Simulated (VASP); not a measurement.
Write the native input for VASP 6.6.1 that does the following.

- Task: single point
- Functional: PBEsol
- Potentials or basis: VASP PAW PBE potentials, release 64 (Zr_sv, S)
- Cutoff: 520 eV
- k mesh: 6 × 6 × 6
- Occupations: fermi-dirac, width 0.05 eV
- Spin: no spin polarisation
- Hubbard terms: Zr d U = 2.0 eV
- Dipole correction: no
- Further INCAR settings: ALGO = Normal; EDIFF = 1e-07; NBANDS = 32

The structure of Zr3S2 lies in POSCAR:

```
Zr3S2
1.0
    2.8750519157      1.6599119975      3.4656456237
   -2.8750519157      1.6599119975      3.4656456237
    0.0000000000     -3.3198239949      3.4656456238
Zr S
3 2
Direct
    0.8382876716      0.5000000000      0.1617123284
    0.5000000000      0.1617123284      0.8382876716
    0.1617123284      0.8382876716      0.5000000000
    0.6645519842      0.6645519842      0.6645519842
    0.3354480158      0.3354480158      0.3354480158
```

One way to write it, as run:

INCAR

```
SYSTEM = Zr3S2
  PREC = Accurate
  ENCUT = 520
  EDIFF = 1E-7
  ISMEAR = -1
  SIGMA = 0.05
  LREAL = .False.
  LASPH = .True.
  NELM = 150
  ALGO = Normal
  ISIF = 2
  LWAVE = .False.
  LCHARG = .False.
  LMAXMIX = 4
  LDAU = .True.
  LDAUTYPE = 2
  LDAUL = 2 -1
  LDAUU = 2 0
  LDAUJ = 0 0
  LDAUPRINT = 1
  GGA = PS
  NBANDS = 32
```

KPOINTS

```
regular mesh
0
Gamma
  6 6 6
  0 0 0
```

Potentials or basis: VASP PAW PBE potentials, release 64 (Zr_sv, S).

Run with:

```bash
$ cat potpaw_PBE.64/Zr_sv/POTCAR potpaw_PBE.64/S/POTCAR > POTCAR
$ mpirun -np 1 vasp_std > vasp.out
```

Results of the run:

```json
{
  "Pressure": "1.7 GPa",
  "Largest force": "0.041 eV/Å",
  "Band gap on the k mesh": "zero (bands 24 and 25 overlap by 0.26 eV)"
}
```

Caveat: the PAW data sets were made with another functional, which shifts forces and pressure a little; U without spin polarisation on a metal has little footing.

Wall time 34 s on 1 thread of Intel(R) Xeon(R) 6975P-C (Granite Rapids), on a shared host, peak memory 0.24 GiB.
